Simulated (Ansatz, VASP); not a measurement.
Two plane-wave programs on AgO2

```
Ag O
1.0
     3.11116   -1.81157    0.06086
     0.97047   -1.80961    3.63485
    -3.10333   -5.42096   -0.06001
Ag O
2 4
Cartesian
  -1.0645 -5.4234 1.7877
  2.0428 -3.6187 1.8480
  -0.0032 -7.2329 0.6932
  -0.0149 -3.6124 0.6934
  0.9855 -5.4255 2.9429
  0.9892 -1.8134 2.9419
```

Change from the starting cell: cell x2, atoms moved at random (sigma 0.1 Å) and cell strained at random (1.5 %), then relaxed without symmetry.

Alike in both runs: functional PBE; k mesh 6 × 6 × 4; occupations gaussian, width 0.2 eV; no spin polarisation.

Ansatz relaxed the structure, and its values are those at the end. VASP's run is a single point on that final structure, the one shown.

```csv
,VASP,Ansatz
version,VASP 6.6.1,Ansatz 0.2.0
potentials or method,"VASP PAW PBE potentials, release 64 (Ag, O), cutoff 520 eV","scalar-relativistic, plane waves, PAW"
valence electrons in the cell,46,62
```

|  | VASP | Ansatz | Ansatz less VASP |
| --- | --- | --- | --- |
| gap on the k mesh at the Fermi level (eV) | none | none | - |
| pressure (GPa) | 0.2 | -0.1 | -0.22 |
| rms of the force components (eV/Å) | 0.144 | 0.003 | -0.1413 |

A gap of «none» marks a metal or a gap that the smearing closes. VASP's potentials hold 46 valence electrons a cell and Ansatz's 62, so a difference there can come from the potentials and not from the codes.
